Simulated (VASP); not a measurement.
Runs of VASP 6.6.1 on C. The structure is that of space group Fd-3m (No. 227), or close to it. The cells are those of the table. 

```csv
cell,gap on the mesh (eV),pressure (GPa)
"a = 2.485, b = 2.485, c = 2.493 Å, angles 60.1, 60.1, 90.0°, 2 atoms",(b),5.0
"a = 2.472, b = 2.472, c = 2.488 Å, angles 60.2, 60.2, 90.0°, 2 atoms",4.08,9.4
"a = 2.447, b = 2.447, c = 2.479 Å, angles 60.4, 60.4, 90.0°, 2 atoms",(a),18.4
"a = 2.510, b = 2.510, c = 2.502 Å, angles 59.9, 59.9, 90.0°, 2 atoms",4.01,-3.1
```

Alike in all rows: task single point; level LDA; potentials or basis VASP PAW LDA potentials, release 64 (C_h); no spin polarisation; k mesh 12 × 12 × 12; cutoff (eV) 1300; smearing gaussian 0.01 eV.

Question: Estimate the missing entries.

Answer: (a) 3.95; (b) 4.14.

Caveats: the stress differs along the axes, from 1 to 7 GPa (at least some runs); the stress differs along the axes, from 1 to 14 GPa (at least some runs); the stress differs along the axes, from 1 to 27 GPa (at least some runs); the stress differs along the axes, from -5 to 1 GPa (at least some runs).

A k mesh can miss the band edges.
